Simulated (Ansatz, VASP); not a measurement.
# Rh in VASP and in Ansatz

```
CELL_PARAMETERS angstrom
0.00000 1.89084 1.89084
1.89084 0.00000 1.89084
1.89084 1.89084 0.00000
ATOMIC_POSITIONS crystal
Rh 0.00000 0.00000 0.00000
```

Alike in both runs: functional PBEsol; k mesh 14 × 14 × 14; occupations fermi-dirac, width 0.1 eV; no spin polarisation.

Ansatz relaxed the structure, and its values are those at the end. VASP's run is a single point on that final structure, the one shown.

|  | VASP | Ansatz |
| --- | --- | --- |
| version | VASP 6.6.1 | Ansatz 0.2.0 |
| potentials or method | VASP PAW PBE potentials, release 64 (Rh_pv), cutoff 520 eV | plane waves (420 eV) with PAW, scalar-relativistic |
| valence electrons in the cell | 15 | 17 |

|  | VASP | Ansatz | Ansatz less VASP |
| --- | --- | --- | --- |
| pressure (GPa) | -0.1 | 0.0 | +0.09 |

VASP's potentials were made for PBE, not for PBEsol, and Ansatz warns of the same on its side. With one functional, cell and mesh, what is left measures potentials, basis and numerics. VASP's potentials hold 15 valence electrons a cell and Ansatz's 17, so a difference there can come from the potentials and not from the codes.
